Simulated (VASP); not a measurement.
# TaN (Fm-3m) in VASP: a series of runs, part 2 of 2

VASP 6.6.1. The steps go on from the part before.

### 6 Single point, PBE

INCAR reads:

```
SYSTEM = TaN
  ALGO = Normal
  EDIFF = 1E-6
  ENCUT = 520
  GGA = PE
  ISIF = 2
  ISMEAR = 0
  ISYM = 0
  LASPH = .TRUE.
  LCHARG = .FALSE.
  LREAL = .FALSE.
  LWAVE = .FALSE.
  NBANDS = 15
  NELM = 60
  PREC = Accurate
  SIGMA = 0.1
```

KPOINTS reads:

```
k-points
0
G
  12 12 13
  0 0 0
```

POSCAR reads:

```
TaN
1.0
    3.1234812524      0.0000000000      0.0000000000
   -1.5617406262      2.7050141128      0.0000000000
    1.5617406262      0.9016713709      2.5503117632
Ta N
1 1
Direct
    0.0000000000      0.5000000000      0.5000000000
    0.0000000000      0.0000000000      0.0000000000
```

Potentials or basis: VASP PAW PBE potentials, release 64 (Ta_pv, N).

Run with:

```bash
cat potpaw_PBE.64/Ta_pv/POTCAR potpaw_PBE.64/N/POTCAR > POTCAR
mpirun -np 1 vasp_std > vasp.out
```

OUTCAR:

```text
SYSTEM = TaN
   EDIFF = 1E-6
   ENCUT = 520
   GGA = PE
   ISIF = 2
   ISMEAR = 0
   ISYM = 0
   LASPH = .TRUE.
   LREAL = .FALSE.
   NELM = 60
   PREC = Accurate

 ion  position               nearest neighbor table
   1  0.000  0.500  0.500-   2 2.21   2 2.21   2 2.21   2 2.21   2 2.21   2 2.21
   2  0.000  0.000  0.000-   1 2.21   1 2.21   1 2.21   1 2.21   1 2.21   1 2.21

IMPORTANT INFORMATION: All symmetrisations will be switched off!
NOSYMM: (Re-)initialisation of all symmetry stuff for point group C_1.

----------------------------------------------------------------------------------------

                                     Primitive cell

  volume of cell :      21.5477

  direct lattice vectors                    reciprocal lattice vectors
     3.123481252  0.000000000  0.000000000     0.320155595  0.184841919 -0.261405949
    -1.561740626  2.705014113  0.000000000     0.000000000  0.369683838 -0.130702974
     1.561740626  0.901671371  2.550311763     0.000000000  0.000000000  0.392108923

  length of vectors
     3.123481252  3.123481252  3.123481252     0.452768385  0.392108923  0.392108923

  position of ions in fractional coordinates (direct lattice)
     0.000000000  0.500000000  0.500000000
     0.000000000  0.000000000  0.000000000

  ion indices of the primitive-cell ions
   primitive index   ion index
                 1           1
                 2           2

----------------------------------------------------------------------------------------

 KPOINTS: k-points

Automatic generation of k-mesh.
 Grid dimensions read from file:
 generate k-points for:   12   12   13

 Generating k-lattice:

  Cartesian coordinates                     Fractional coordinates (reciprocal lattice)
     0.026679633  0.015403493 -0.021783829     0.083333333  0.000000000  0.000000000
     0.000000000  0.030806987 -0.010891915     0.000000000  0.083333333  0.000000000
     0.000000000  0.000000000  0.030162225     0.000000000  0.000000000  0.076923077

  Length of vectors
     0.037730699  0.032675744  0.030162225

[... 100 lines left out ...]
   GGA     = PE    functional components
   LHFCALC =     F    Hartree Fock is set to
   AEXX    =    0.0000 exact exchange contribution
   IVDW    =     0    specifies the selected vdW correction
   LEPSILON=     F    determine dielectric tensor
   LRPA    =     F    only Hartree local field effects (RPA)
 non-spin polarized calculation
 Gauss-broadening in eV      SIGMA  =   0.10
  energy-cutoff  :      520.00
  volume of cell :       21.55
 maximum number of plane-waves:       592
   NGX = 11   NGY = 11   NGZ = 11

 number of electron      16.0000003 magnetization

 Free energy of the ion-electron system (eV)
  ---------------------------------------------------
  ext. energy  EPLUGINS =         0.00000000
  ---------------------------------------------------
  free energy    TOTEN  =       -21.82924847 eV

  energy without entropy =      -21.82508498  energy(sigma->0) =      -21.82716672

 E-fermi :   9.3559     XC(G=0): -13.3645

 val. band max:        9.3530927660   @ k =   0.4167  -0.4167   0.0769
 cond. band min:       9.3610711336   @ k =   0.2500  -0.2500   0.0769
 fundamental gap:      0.0079783676
 Fermi energy:         9.3558708388

 k-point     1 :       0.0000    0.0000    0.0000
  band No.  band energies     occupation
      1     -26.4100      2.00000
      2     -26.4077      2.00000
      3     -26.4072      2.00000
      4      -9.3581      2.00000
      5       5.6054      2.00000
      6       5.6076      2.00000
      7       5.6076      2.00000
      8       7.3257      2.00000
      9       7.3257      2.00000
     10       7.3277      2.00000
     11       9.4557      0.15814
     12       9.4575      0.15076
     13      10.8011      0.00000
     14      18.7965      0.00000
[... 401 lines left out ...]
      2     -26.7294      2.00000
      3     -26.6304      2.00000
      4      -7.7320      2.00000
      5       1.9986      2.00000
      6       2.9093      2.00000
      7       3.8565      2.00000
      8       6.1580      2.00000
      9      12.2996      0.00000
     10      12.3410      0.00000
     11      12.8581      0.00000
     12      14.1426      0.00000
     13      16.9987      0.00000
     14      18.9622      0.00000
     15      21.7347      0.00000

 [... further k-points ...]
[... 5 lines left out ...]
  --------------------------------------------------------------------------------------
  -------------------------------------------------------------------------------------
  Total        0.1220154      0.1402679      0.0287167     -0.0158078     -0.0273324     -0.0473427
  in kB        9.0724314     10.4295895      2.1352257     -1.1753843     -2.0322915     -3.5201542
  external PRESSURE =       7.2124155 kB  Pullay stress =       0.0000000 kB

 VOLUME and BASIS-vectors are now :
 -----------------------------------------------------------------------------
  energy-cutoff  :      520.00
  volume of cell :       21.55
      direct lattice vectors                 reciprocal lattice vectors
     3.123481252  0.000000000  0.000000000     0.320155595  0.184841919 -0.261405949
    -1.561740626  2.705014113  0.000000000     0.000000000  0.369683838 -0.130702974
     1.561740626  0.901671371  2.550311763     0.000000000  0.000000000  0.392108923

 POSITION                                       TOTAL-FORCE (eV/Angst)
 -----------------------------------------------------------------------------------
      0.00000      1.80334      1.27516         0.000000      0.000000     -0.000000
      0.00000      0.00000      0.00000        -0.000000     -0.000000      0.000000
 -----------------------------------------------------------------------------------
    total drift:                                0.000000      0.000000      0.000000

  FREE ENERGIE OF THE ION-ELECTRON SYSTEM (eV)
  ---------------------------------------------------
  free  energy   TOTEN  =       -21.8292484683 eV

  energy  without entropy=      -21.8250849757  energy(sigma->0) =      -21.82716672
```

OSZICAR:

```text
N       E                     dE             d eps       ncg     rms          rms(c)
DAV:   1     0.889371910055E+02    0.88937E+02   -0.87437E+03 28196   0.112E+03
DAV:   2    -0.220946454002E+02   -0.11103E+03   -0.10460E+03 34930   0.302E+02
DAV:   3    -0.248499431867E+02   -0.27553E+01   -0.27345E+01 31220   0.442E+01
DAV:   4    -0.248611068006E+02   -0.11164E-01   -0.11159E-01 37119   0.300E+00
DAV:   5    -0.248611818799E+02   -0.75079E-04   -0.75079E-04 31451   0.219E-01    0.235E+01
DAV:   6    -0.219270350607E+02    0.29341E+01   -0.54857E+00 34663   0.263E+01    0.966E+00
DAV:   7    -0.218637451312E+02    0.63290E-01   -0.56994E-01 30975   0.614E+00    0.679E+00
DAV:   8    -0.218366286609E+02    0.27116E-01   -0.15315E-01 34048   0.335E+00    0.168E+00
DAV:   9    -0.218293163056E+02    0.73124E-02   -0.20085E-02 32669   0.117E+00    0.322E-01
DAV:  10    -0.218292850391E+02    0.31267E-04   -0.13832E-03 33768   0.386E-01    0.584E-02
DAV:  11    -0.218292484775E+02    0.36562E-04   -0.68620E-05 32439   0.976E-02    0.177E-02
DAV:  12    -0.218292484683E+02    0.92516E-08   -0.62670E-06 33474   0.239E-02
   1 F= -.21829248E+02 E0= -.21827167E+02  d E =-.416349E-02
```

Run time: 2.7 min. Hardware: 1 thread of Intel Xeon Platinum 8259CL at 2.50GHz (Skylake/Cascade Lake), shared host; peak memory 0.4 GiB.

The run converged, but its numbers aren't listed here, since they failed a check.

Caveat: spin-orbit coupling is left out, which moves the levels of the heavy elements.

### 7 Overview

```csv
level,potentials or basis,cell,k mesh,second run,gap on the mesh (eV),pressure (GPa)
PBE,"VASP PAW PBE potentials, release 64 (Ta_pv, N)","a = 3.123 Å, angles 60.0°, 2 atoms",16 × 16 × 16,-,none,0.7
LDA,"VASP PAW LDA potentials, release 64 (Ta_pv, N)","a = 3.123 Å, angles 60.0°, 2 atoms",16 × 16 × 16,-,none,-14.3
PBE,"VASP PAW PBE potentials, release 64 (Ta_sv_GW, N)","a = 3.082 Å, angles 60.0°, 2 atoms",16 × 16 × 16,valence_matched,none,14.7
PBE,"VASP PAW PBE potentials, release 64 (Ta_pv, N)","a = 6.247 Å, angles 60.0°, 16 atoms",1 × 1 × 1,-,1.54,0.4
```

Alike in all rows: task single point; no spin polarisation; cutoff (eV) 600; smearing gaussian 0.1 eV.

Caveats: some runs use coarse meshes; spin-orbit coupling is left out, which moves the levels of the heavy elements.

Total energies depend on the potentials used, so only differences within one code and one set of settings carry meaning.
